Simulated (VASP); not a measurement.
# Re (I4_1/amd) in VASP: further runs

Re is run at these levels: PBE; tasks: single point.

Everything below comes from runs of VASP 6.6.1. Logs are shortened: lines on timing, memory, paths and dates and some standing lists are left out, and cuts for length are marked.

## 1. The cell of the first run

It takes space group I4_1/amd (No. 141, tetragonal). The conventional cell has a = 4.761 Å, b = 4.761 Å, c = 2.477 Å, α = 90.00°, β = 90.00°, γ = 90.00°. Re (site symmetry -4m2) has 10 Re at 2.46 to 3.02 Å within 3.2 Å.

## 2. Single point, PBE

INCAR

```
PREC = Accurate ; ENCUT = 520
EDIFF = 1E-7 ; ISMEAR = -1
SIGMA = 0.1 ; LREAL = False
LASPH = True ; NELM = 80
ALGO = Normal ; ISIF = 2
LWAVE = False ; LCHARG = False
GGA = PE ; NBANDS = 14
```

KPOINTS

```
regular mesh
0
Gamma
  18 18 18
```

POSCAR

```
Re
1.0
   -2.3805387341      2.3805387341      1.2387016684
    2.3805387341     -2.3805387341      1.2387016684
    2.3805387341      2.3805387341     -1.2387016684
Re
2
Direct
   -0.3750000000     -0.1250000000     -0.2500000000
    0.3750000000      0.1250000000      0.2500000000
```

Potentials or basis: VASP PAW PBE potentials, release 64 (Re).

Command:

```console
cat potpaw_PBE.64/Re/POTCAR > POTCAR
mpirun -np 1 vasp_std > vasp.out
```

OUTCAR:

```text
PREC = Accurate
   ENCUT = 520
   EDIFF = 1E-7
   ISMEAR = -1
   LREAL = False
   LASPH = True
   NELM = 80
   ISIF = 2
   GGA = PE

 ion  position               nearest neighbor table
   1  0.625  0.875  0.750-   2 2.46   2 2.46   2 2.46   2 2.46   2 3.02   2 3.02   2 3.02   2 3.02

   2  0.375  0.125  0.250-   1 2.46   1 2.46   1 2.46   1 2.46   1 3.02   1 3.02   1 3.02   1 3.02

  LATTYP: Found a body centered tetragonal cell.
 ALAT       =     4.7610774682
 C/A-ratio  =     0.5203451012

  Lattice vectors:

 A1 = (  -2.3805387341,   2.3805387341,   1.2387016684)
 A2 = (   2.3805387341,  -2.3805387341,   1.2387016684)
 A3 = (   2.3805387341,   2.3805387341,  -1.2387016684)

Analysis of symmetry for initial positions (statically):
=====================================================================
 Subroutine PRICEL returns:
 Original cell was already a primitive cell.

 Routine SETGRP: Setting up the symmetry group for a
 body centered tetragonal supercell.

 Subroutine GETGRP returns: Found 16 space group operations
 (whereof  4 operations were pure point group operations)
 out of a pool of 16 trial point group operations.

The static configuration has the point symmetry C_2h.
 The point group associated with its full space group is D_4h.

Analysis of symmetry for dynamics (positions and initial velocities):
=====================================================================
 Subroutine PRICEL returns:
 Original cell was already a primitive cell.

 Routine SETGRP: Setting up the symmetry group for a
 body centered tetragonal supercell.

 Subroutine GETGRP returns: Found 16 space group operations
 (whereof  4 operations were pure point group operations)
 out of a pool of 16 trial point group operations.

The dynamic configuration has the point symmetry C_2h.
 The point group associated with its full space group is D_4h.

 Subroutine INISYM returns: Found 16 space group operations
 (whereof  4 operations are pure point group operations),
 and found     1 'primitive' translations

----------------------------------------------------------------------------------------

                                     Primitive cell

  volume of cell :      28.0787

  direct lattice vectors                    reciprocal lattice vectors
    -2.380538734  2.380538734  1.238701668     0.000000000  0.210036490  0.403648443
     2.380538734 -2.380538734  1.238701668     0.210036490  0.000000000  0.403648443
     2.380538734  2.380538734 -1.238701668     0.210036490  0.210036490  0.000000000

  length of vectors
     3.587242834  3.587242834  3.587242834     0.455024607  0.455024607  0.297036453

  position of ions in fractional coordinates (direct lattice)
     0.625000000  0.875000000  0.750000000
     0.375000000  0.125000000  0.250000000

  ion indices of the primitive-cell ions
   primitive index   ion index
                 1           1
                 2           2

----------------------------------------------------------------------------------------

 KPOINTS: regular mesh

Automatic generation of k-mesh.
 Grid dimensions read from file:
 generate k-points for:   18   18   18

 Generating k-lattice:

  Cartesian coordinates                     Fractional coordinates (reciprocal lattice)
     0.000000000  0.011668694  0.022424914     0.055555556 -0.000000000  0.000000000
     0.011668694  0.000000000  0.022424914    -0.000000000  0.055555556  0.000000000
     0.011668694  0.011668694  0.000000000     0.000000000  0.000000000  0.055555556

  Length of vectors
     0.025279145  0.025279145  0.016502025

  Shift w.r.t. Gamma in fractional coordinates (k-lattice)
     0.000000000  0.000000000  0.000000000

 Subroutine IBZKPT returns following result:
 ===========================================

 Found    480 irreducible k-points:

 Following reciprocal coordinates:
            Coordinates               Weight
  0.000000  0.000000  0.000000      1.000000
  0.055556 -0.000000  0.000000      8.000000
  0.111111 -0.000000  0.000000      8.000000
  0.166667 -0.000000  0.000000      8.000000
  0.222222 -0.000000  0.000000      8.000000
  0.277778 -0.000000  0.000000      8.000000
[... 16 lines left out ...]
 -0.277778  0.055556 -0.000000     16.000000
 -0.222222  0.055556 -0.000000     16.000000
 [... further k-points ...]
   k-points           NKPTS =    480   k-points in BZ     NKDIM =    480   number of bands    NBANDS=     14
   number of dos      NEDOS =    301   number of ions     NIONS =      2
   total plane-waves  NPLWV =  21952
   dimension x,y,z NGX =    28 NGY =   28 NGZ =   28
   dimension x,y,z NGXF=    56 NGYF=   56 NGZF=   56
   ions per type =               2
   NGX,Y,Z   is equivalent  to a cutoff of  12.98, 12.98, 12.98 a.u.
   NGXF,Y,Z  is equivalent  to a cutoff of  25.95, 25.95, 25.95 a.u.
 SYSTEM =  unknown system
   PREC   = accura    normal or accurate (medium, high low for compatibility)
   ISTART =      0    job   : 0-new  1-cont  2-samecut
   ICHARG =      2    charge: 1-file 2-atom 10-const
   ISPIN  =      1    spin polarized calculation?
   LNONCOLLINEAR =      F non collinear calculations
   LSORBIT =      F    spin-orbit coupling
   LASPH  =      T    aspherical Exc in radial PAW
   ENCUT  =  520.0 eV  38.22 Ry    6.18 a.u.   6.67  6.67  6.67*2*pi/ulx,y,z
   NELM   =     80;   NELMIN=  2; NELMDL= -5     # of ELM steps
   EDIFF  = 0.1E-06   stopping-criterion for ELM
   LREAL  =      F    real-space projection
   EDIFFG = 0.1E-05   stopping-criterion for IOM
   NSW    =      0    number of steps for IOM
   IBRION =     -1    ionic relax: 0-MD 1-quasi-New 2-CG
   NFREE  =      0    steps in history (QN), initial steepest desc. (CG)
   ISIF   =      2    stress and relaxation
   ISYM   =      2    0-nonsym 1-usesym 2-fastsym
   POTIM  = 0.5000    time-step for ionic-motion
   TEBEG  =    0.0;   TEEND  =   0.0 temperature during run
   PSTRESS=    0.0 pullay stress
   NELECT =      14.0000    total number of electrons
   NUPDOWN=      -1.0000    fix difference up-down
   EMIN   =  10.00;   EMAX   =-10.00  energy-range for DOS
   EFERMI =   0.00;   METHOD = LEGACY
   ISMEAR =    -1;   SIGMA  =   0.10  broadening in eV -4-tet -1-fermi 0-gaus
   EFERMI_NEDOS =   21; number of points for ismear=-14 and -15
   IALGO  =     38    algorithm
   IMIX   =      4    mixing-type and parameters
     AMIX     =   0.40;   BMIX     =  1.00
     AMIX_MAG =   1.60;   BMIX_MAG =  1.00
  volume/ion in A,a.u.               =      14.04        94.74
  Fermi-wavevector in a.u.,A,eV,Ry     =   1.298151  2.453149 22.928472  1.685195
  Thomas-Fermi vector in A             =   2.429497
   LORBIT       =      0    0 simple, 1 ext, 2 COOP (PROOUT), +10 PAW based schemes
   GGA     = PE    functional components
   LHFCALC =     F    Hartree Fock is set to
   AEXX    =    0.0000 exact exchange contribution
   IVDW    =     0    specifies the selected vdW correction
   LEPSILON=     F    determine dielectric tensor
   LRPA    =     F    only Hartree local field effects (RPA)
 non-spin polarized calculation
  energy-cutoff  :      520.00
  volume of cell :       28.08
 maximum number of plane-waves:       780
   NGX = 13   NGY = 13   NGZ = 13

 number of electron      13.9999999 magnetization

 Free energy of the ion-electron system (eV)
  ---------------------------------------------------
  ext. energy  EPLUGINS =         0.00000000
  ---------------------------------------------------
  free energy    TOTEN  =       -22.02739989 eV

  energy without entropy =      -21.97211106  energy(sigma->0) =      -21.99975547

 E-fermi :   9.2174     XC(G=0): -13.8818

 val. band max:        9.2173347517   @ k =  -0.3889   0.3889   0.0000
 cond. band min:       9.2174602719   @ k =  -0.3889   0.2222   0.0556
 fundamental gap:      0.0001255203
 Fermi energy:         9.2173769468

 k-point     1 :       0.0000    0.0000    0.0000
  band No.  band energies     occupation
      1      -1.5509      2.00000
      2       1.2706      2.00000
      3       3.2183      2.00000
      4       3.4487      2.00000
      5       4.4636      2.00000
      6      10.5093      0.00000
      7      10.5093      0.00000
      8      10.5754      0.00000
      9      10.5754      0.00000
     10      13.5747      0.00000
     11      15.1332      0.00000
     12      15.1332      0.00000
     13      15.7315      0.00000
     14      25.5840      0.00000

 k-point     2 :       0.0556   -0.0000    0.0000
  band No.  band energies     occupation
      1      -1.3918      2.00000
      2       1.3560      2.00000
      3       3.2393      2.00000
      4       3.6927      2.00000
      5       4.6018      2.00000
      6       9.4102      0.25384
      7       9.4457      0.18499
      8      11.1203      0.00000
      9      11.1338      0.00000
     10      13.5160      0.00000
     11      14.8405      0.00000
     12      15.5693      0.00000
     13      16.3793      0.00000
     14      25.7211      0.00000

 k-point     3 :       0.1111   -0.0000    0.0000
  band No.  band energies     occupation
      1      -0.9344      2.00000
      2       1.6054      2.00000
      3       3.3814      2.00000
      4       4.3037      2.00000
      5       4.9954      2.00000
      6       8.1178      1.99997
      7       8.3207      1.99974
      8      10.8367      0.00000
      9      11.0258      0.00000
     10      13.3494      0.00000
     11      14.6960      0.00000
     12      16.6929      0.00000
     13      17.4873      0.00000
     14      26.0164      0.00000
[... 324 lines left out ...]
 k-point    23 :      -0.2778    0.0556   -0.0000
  band No.  band energies     occupation
      1       0.8355      2.00000
      2       2.6032      2.00000
      3       3.8707      2.00000
      4       5.2653      2.00000
      5       5.9525      2.00000
      6       6.6510      2.00000
      7       8.0846      1.99998
      8       9.0622      1.65027
      9       9.7195      0.01310
     10      12.3668      0.00000
     11      14.0871      0.00000
     12      18.2159      0.00000
     13      19.7307      0.00000
     14      25.6013      0.00000

 k-point    24 :      -0.2222    0.0556   -0.0000
  band No.  band energies     occupation
      1      -0.0108      2.00000
      2       2.1666      2.00000
      3       3.7402      2.00000
      4       4.8830      2.00000
      5       5.5027      2.00000
      6       7.0957      2.00000
      7       8.0290      1.99999
      8       9.6403      0.02870
      9      10.4004      0.00001
     10      12.7638      0.00000
     11      14.2306      0.00000
     12      17.4376      0.00000
     13      19.1350      0.00000
     14      25.6120      0.00000

 [... further k-points ...]

------------------------ aborting loop because EDIFF is reached ----------------------------------------

  FORCE on cell =-STRESS in cart. coord.  units (eV):
  Direction    XX          YY          ZZ          XY          YZ          ZX
  --------------------------------------------------------------------------------------
  -------------------------------------------------------------------------------------
  Total       11.4605696     11.4605696     11.4871433      0.0000000      0.0000000     -0.0000000
  in kB      653.9425074    653.9425074    655.4588070      0.0000000      0.0000000     -0.0000000
  external PRESSURE =     654.4479406 kB  Pullay stress =       0.0000000 kB

 VOLUME and BASIS-vectors are now :
 -----------------------------------------------------------------------------
  energy-cutoff  :      520.00
  volume of cell :       28.08
      direct lattice vectors                 reciprocal lattice vectors
    -2.380538734  2.380538734  1.238701668     0.000000000  0.210036490  0.403648443
     2.380538734 -2.380538734  1.238701668     0.210036490  0.000000000  0.403648443
     2.380538734  2.380538734 -1.238701668     0.210036490  0.210036490  0.000000000

 POSITION                                       TOTAL-FORCE (eV/Angst)
 -----------------------------------------------------------------------------------
      2.38054      1.19027      0.92903        -0.000000      0.000000     -0.000000
      0.00000      1.19027      0.30968         0.000000     -0.000000      0.000000
 -----------------------------------------------------------------------------------
    total drift:                                0.000000      0.000000     -0.000000

  FREE ENERGIE OF THE ION-ELECTRON SYSTEM (eV)
  ---------------------------------------------------
  free  energy   TOTEN  =       -22.0273998890 eV

  energy  without entropy=      -21.9721110567  energy(sigma->0) =      -21.99975547
```

Wall time 3 min (1 thread of Intel Xeon Platinum 8488C (Sapphire Rapids), shared host); peak memory 0.29 GiB.

Results:

```yaml
Free_energy: -22.0274 eV
Pressure: 65.4 GPa
Band_gap_on_the_k_mesh: zero (bands 7 and 8 overlap by 2.60 eV)
```

Stress tensor (GPa, compression positive):
```
65.39  0.00  0.00
 0.00 65.39  0.00
 0.00  0.00 65.55
```

Caveat: the cell stands under pressure; spin-orbit coupling is left out, which moves the levels of the heavy elements.

(Part 1 of 2 ends here.)
